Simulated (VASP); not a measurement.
# SnO2 in VASP: further runs

The runs below take SnO2 through single point, with PBEsol+D3(BJ).

All numbers are computed with VASP 6.6.1; they aren't measurements. Logs are shortened: lines on timing, memory, paths and dates and some standing lists are left out, and cuts for length are marked.

### 1 The cell of the first run

The structure is monoclinic, space group P2_1 (No. 4). Conventional cell: a = 3.178 Å, b = 10.113 Å, c = 3.178 Å, α = 90.00°, β = 120.00°, γ = 90.00°. Sn (site symmetry 1) has 6 O at 2.08 to 2.10 Å within 2.8 Å. Within 2.8 Å of O (site symmetry 1) lie 3 Sn at 2.08 to 2.10 Å and 3 O at 2.73 Å. Within 2.8 Å of O (site symmetry 1) lie 3 Sn at 2.09 to 2.10 Å and 3 O at 2.73 Å.

### 2 Single point, PBEsol+D3(BJ) (atoms displaced along several vibrational modes)

INCAR reads:

```
SYSTEM = SnO2
  PREC = Accurate
  ENCUT = 520
  EDIFF = 1E-6
  ISMEAR = 0
  SIGMA = 0.05
  LREAL = .False.
  LASPH = .True.
  NELM = 100
  ALGO = Normal
  ISIF = 2
  LWAVE = .False.
  LCHARG = .True.
  GGA = PS
  IVDW = 12
  LELF = .True.
  LVHAR = .True.
  NBANDS = 35
```

KPOINTS reads:

```
regular mesh
0
Gamma
  12 12 4
  0 0 0
```

POSCAR reads:

```
SnO2
1.0
    3.1779419946      0.0000000000      0.0000000000
   -1.5889709973      2.7521784991      0.0000000000
    0.0000000000      0.0000000000     10.1134263721
Sn O
2 4
Direct
   -0.2424017669     -0.2249885035      0.5000000000
    0.2424017669      0.2249885035      0.0000000000
    0.4208232968      0.1051504592      0.4003665319
    0.9125100365      0.5615162074      0.0996334681
    0.0874899635      0.4384837926      0.5996334681
    0.5791767032      0.8948495408      0.9003665319
```

Potentials or basis: VASP PAW PBE potentials, release 64 (Sn_d, O).

Launch:

```
$ cat potpaw_PBE.64/Sn_d/POTCAR potpaw_PBE.64/O/POTCAR > POTCAR
$ mpirun -np 1 vasp_std > vasp.out
```

OUTCAR:

```text
SYSTEM = SnO2
   PREC = Accurate
   ENCUT = 520
   EDIFF = 1E-6
   ISMEAR = 0
   LREAL = .False.
   LASPH = .True.
   NELM = 100
   ISIF = 2
   GGA = PS
   IVDW = 12
 IVDW          = 12

 ion  position               nearest neighbor table
   1  0.758  0.775  0.500-   3 2.08   5 2.09   5 2.09   3 2.09   3 2.10   5 2.10
   2  0.242  0.225  0.000-   6 2.08   4 2.09   4 2.09   6 2.09   6 2.10   4 2.10
   3  0.421  0.105  0.400-   1 2.08   1 2.09   1 2.10
   4  0.913  0.562  0.100-   2 2.09   2 2.09   2 2.10
   5  0.087  0.438  0.600-   1 2.09   1 2.09   1 2.10
   6  0.579  0.895  0.900-   2 2.08   2 2.09   2 2.10

  LATTYP: Found a hexagonal cell.
 ALAT       =     3.1779419946
 C/A-ratio  =     3.1823823057

  Lattice vectors:

 A1 = (   3.1779419946,   0.0000000000,   0.0000000000)
 A2 = (  -1.5889709973,   2.7521784991,   0.0000000000)
 A3 = (   0.0000000000,   0.0000000000,  10.1134263721)

Analysis of symmetry for initial positions (statically):
=====================================================================
 Subroutine PRICEL returns:
 Original cell was already a primitive cell.

 Routine SETGRP: Setting up the symmetry group for a
 hexagonal supercell.

 Subroutine GETGRP returns: Found  2 space group operations
 (whereof  1 operations were pure point group operations)
 out of a pool of 24 trial point group operations.

The static configuration has the point symmetry C_1 .
 The point group associated with its full space group is C_2 .

Analysis of symmetry for dynamics (positions and initial velocities):
=====================================================================
 Subroutine PRICEL returns:
 Original cell was already a primitive cell.

 Routine SETGRP: Setting up the symmetry group for a
 hexagonal supercell.

 Subroutine GETGRP returns: Found  2 space group operations
 (whereof  1 operations were pure point group operations)
 out of a pool of 24 trial point group operations.

The dynamic configuration has the point symmetry C_1 .
 The point group associated with its full space group is C_2 .

 Subroutine INISYM returns: Found  2 space group operations
 (whereof  1 operations are pure point group operations),
 and found     1 'primitive' translations

----------------------------------------------------------------------------------------

                                     Primitive cell

  volume of cell :      88.4547

  direct lattice vectors                    reciprocal lattice vectors
[... 99 lines left out ...]
   IBRION =     -1    ionic relax: 0-MD 1-quasi-New 2-CG
   NFREE  =      0    steps in history (QN), initial steepest desc. (CG)
   ISIF   =      2    stress and relaxation
   ISYM   =      2    0-nonsym 1-usesym 2-fastsym
   POTIM  = 0.5000    time-step for ionic-motion
   TEBEG  =    0.0;   TEEND  =   0.0 temperature during run
   PSTRESS=    0.0 pullay stress
   NELECT =      52.0000    total number of electrons
   NUPDOWN=      -1.0000    fix difference up-down
   EMIN   =  10.00;   EMAX   =-10.00  energy-range for DOS
   EFERMI =   0.00;   METHOD = LEGACY
   ISMEAR =     0;   SIGMA  =   0.05  broadening in eV -4-tet -1-fermi 0-gaus
   EFERMI_NEDOS =   21; number of points for ismear=-14 and -15
   IALGO  =     38    algorithm
   IMIX   =      4    mixing-type and parameters
     AMIX     =   0.40;   BMIX     =  1.00
     AMIX_MAG =   1.60;   BMIX_MAG =  1.00
  volume/ion in A,a.u.               =      14.74        99.49
  Fermi-wavevector in a.u.,A,eV,Ry     =   1.371415  2.591599 25.589564  1.880780
  Thomas-Fermi vector in A             =   2.497114
   LORBIT       =      0    0 simple, 1 ext, 2 COOP (PROOUT), +10 PAW based schemes
   GGA     = PS    functional components
   LHFCALC =     F    Hartree Fock is set to
   AEXX    =    0.0000 exact exchange contribution
   IVDW    =    12    specifies the selected vdW correction
   LEPSILON=     F    determine dielectric tensor
   LRPA    =     F    only Hartree local field effects (RPA)
 non-spin polarized calculation
 Gauss-broadening in eV      SIGMA  =   0.05
  energy-cutoff  :      520.00
  volume of cell :       88.45
 maximum number of plane-waves:      2400
   NGX = 11   NGY = 11   NGZ = 37

 number of electron      52.0000009 magnetization

 Free energy of the ion-electron system (eV)
  ---------------------------------------------------
  ext. energy  EPLUGINS =         0.00000000
  ---------------------------------------------------
  free energy    TOTEN  =       -38.57165505 eV

  energy without entropy =      -38.57165505  energy(sigma->0) =      -38.57165505

 E-fermi :   3.1214     XC(G=0):  -9.9765

 val. band max:        2.8911461016   @ k =  -0.2500   0.4167   0.0000
 cond. band min:       5.1856756977   @ k =   0.0000   0.0000   0.0000
 fundamental gap:      2.2945295961
 Fermi energy:         3.1214226899

 k-point     1 :       0.0000    0.0000    0.0000
  band No.  band energies     occupation
      1     -17.0260      2.00000
      2     -17.0242      2.00000
      3     -16.7338      2.00000
      4     -16.7338      2.00000
      5     -16.7337      2.00000
      6     -16.7336      2.00000
[... 901 lines left out ...]
     34      14.7510      0.00000
     35      15.0323      0.00000

 [... further k-points ...]

------------------------ aborting loop because EDIFF is reached ----------------------------------------

 Edisp (eV)   -0.92346

 E8    (eV) :    -0.5813

  FORCE on cell =-STRESS in cart. coord.  units (eV):
  Direction    XX          YY          ZZ          XY          YZ          ZX
  --------------------------------------------------------------------------------------
  -------------------------------------------------------------------------------------
  Total       0.59869     0.71526    -0.74913     0.10613     0.00000     0.00000
  in kB      10.84400    12.95553   -13.56896     1.92241     0.00000     0.00000
  external pressure =        3.41 kB  Pullay stress =        0.00 kB

 VOLUME and BASIS-vectors are now :
 -----------------------------------------------------------------------------
  energy-cutoff  :      520.00
  volume of cell :       88.45
      direct lattice vectors                 reciprocal lattice vectors
     3.177941995  0.000000000  0.000000000     0.314669054  0.181674263  0.000000000
    -1.588970997  2.752178499  0.000000000     0.000000000  0.363348526  0.000000000
     0.000000000  0.000000000 10.113426372     0.000000000  0.000000000  0.098878458

 POSITION                                       TOTAL-FORCE (eV/Angst)
 -----------------------------------------------------------------------------------
      1.17613      2.13297      5.05671        -0.092938     -0.139184      0.003252
      0.41284      0.61921      0.00000         0.092938      0.139184      0.003252
      1.17027      0.28939      4.04908         0.034486      0.069983     -0.123127
      2.00767      1.54539      1.00764        -0.049179     -0.061395      0.119875
     -0.41870      1.20679      6.06435         0.049179      0.061395      0.119875
      0.41870      2.46279      9.10579        -0.034486     -0.069983     -0.123127
 -----------------------------------------------------------------------------------
    total drift:                                0.000000      0.000000      0.000035

  FREE ENERGIE OF THE ION-ELECTRON SYSTEM (eV)
  ---------------------------------------------------
  free  energy   TOTEN  =       -39.4951120767 eV

  energy  without entropy=      -39.4951120767  energy(sigma->0) =      -39.49511208
```

OSZICAR:

```text
N       E                     dE             d eps       ncg     rms          rms(c)
DAV:   1     0.643119012853E+03    0.64312E+03   -0.25092E+04 16833   0.223E+03
DAV:   2     0.614281988135E+02   -0.58169E+03   -0.54839E+03 16962   0.595E+02
DAV:   3    -0.383874802209E+02   -0.99816E+02   -0.98212E+02 17079   0.209E+02
DAV:   4    -0.436884496825E+02   -0.53010E+01   -0.52622E+01 19636   0.532E+01
DAV:   5    -0.438208019584E+02   -0.13235E+00   -0.13216E+00 18464   0.885E+00    0.144E+01
DAV:   6    -0.385707037076E+02    0.52501E+01   -0.15003E+01 23815   0.615E+01    0.624E+00
DAV:   7    -0.386256716375E+02   -0.54968E-01   -0.18908E+00 16819   0.780E+00    0.315E+00
DAV:   8    -0.385790746846E+02    0.46597E-01   -0.17393E-01 24272   0.369E+00    0.895E-01
DAV:   9    -0.385703790143E+02    0.86957E-02   -0.29940E-02 25376   0.282E+00    0.126E-01
DAV:  10    -0.385715711278E+02   -0.11921E-02   -0.53069E-03 20681   0.750E-01    0.635E-02
DAV:  11    -0.385716330926E+02   -0.61965E-04   -0.42473E-04 24987   0.237E-01    0.203E-02
DAV:  12    -0.385716562943E+02   -0.23202E-04   -0.65589E-05 21038   0.546E-02    0.151E-02
DAV:  13    -0.385716550746E+02    0.12197E-05   -0.11303E-05 22828   0.407E-02    0.201E-03
DAV:  14    -0.385716550494E+02    0.25187E-07   -0.86878E-07 12491   0.674E-03
   1 F= -.39495112E+02 E0= -.39495112E+02  d E =-.154177E-12
```

stdout:

```text
POSCAR found type information on POSCAR SnO
 POSCAR found :  2 types and       6 ions
 scaLAPACK will be used
 -----------------------------------------------------------------------------
|                                                                             |
|                                                                             |
|     You enforced a specific xc type in the INCAR file but a different       |
|     I HOPE YOU KNOW WHAT YOU ARE DOING!                                     |
|                                                                             |
 -----------------------------------------------------------------------------

 LDA part: xc-table for (Slater+PW92), standard interpolation
 POSCAR, INCAR and KPOINTS ok, starting setup
 FFT: planning ... GRIDC
 FFT: planning ... GRID_SOFT
 FFT: planning ... GRID
 WAVECAR not read
 entering main loop
```

It took 14 min on 1 thread of Intel Xeon 8259CL, shared host; peak memory 0.61 GiB.

Results:

| Property | Result |
| --- | --- |
| Free energy | -39.4951 eV |
| Pressure | 0.3 GPa |
| Largest force | 0.167 eV/Å |
| Band gap on the k mesh | 2.29 eV (least direct gap 2.63 eV) |
| Dispersion energy per atom | -0.154 eV |

Forces on the atoms (eV/Å):
```
Sn  -0.093 -0.139  0.003
Sn   0.093  0.139  0.003
O    0.034  0.070 -0.123
O   -0.049 -0.061  0.120
O    0.049  0.061  0.120
O   -0.034 -0.070 -0.123
```

Levels at points of the mesh, in eV from the valence-band top:
| k point | band 22 | band 23 | band 24 | band 25 | band 26 | band 27 | band 28 | band 29 | band 30 | band 31 |
| --- | --- | --- | --- | --- | --- | --- | --- | --- | --- | --- |
| (0.00, 0.00, 0.00) | -0.84 | -0.83 | -0.81 | -0.79 | -0.33 | 2.29 | 3.27 | 5.68 | 5.89 | 11.03 |
| (0.50, 0.00, 0.00) | -1.37 | -0.50 | -0.48 | -0.26 | -0.24 | 5.55 | 5.55 | 7.37 | 7.40 | 10.59 |
| (0.00, 0.50, 0.00) | -1.36 | -0.49 | -0.48 | -0.28 | -0.21 | 5.54 | 5.56 | 7.34 | 7.43 | 10.55 |
| (0.50, 0.50, 0.00) | -1.21 | -0.52 | -0.50 | -0.45 | -0.02 | 5.50 | 5.62 | 7.10 | 7.80 | 10.17 |
| (0.00, 0.00, 0.50) | -0.82 | -0.81 | -0.81 | -0.78 | -0.78 | 2.80 | 2.80 | 5.80 | 5.80 | 11.04 |
| (0.50, 0.00, 0.50) | -1.37 | -0.49 | -0.49 | -0.26 | -0.26 | 5.56 | 5.56 | 7.37 | 7.37 | 10.69 |
| (0.00, 0.50, 0.50) | -1.37 | -0.49 | -0.49 | -0.26 | -0.26 | 5.56 | 5.56 | 7.38 | 7.38 | 10.69 |
| (0.50, 0.50, 0.50) | -1.39 | -0.48 | -0.48 | -0.24 | -0.24 | 5.56 | 5.56 | 7.44 | 7.44 | 10.35 |

Caveat: the cell differs from its parent crystal (atoms displaced along several vibrational modes); the PAW data sets were made with another functional, which shifts forces and pressure a little; spin-orbit coupling is left out, which moves the levels of the heavy elements. A k mesh can miss the band edges.

[end of part 1 of 2]
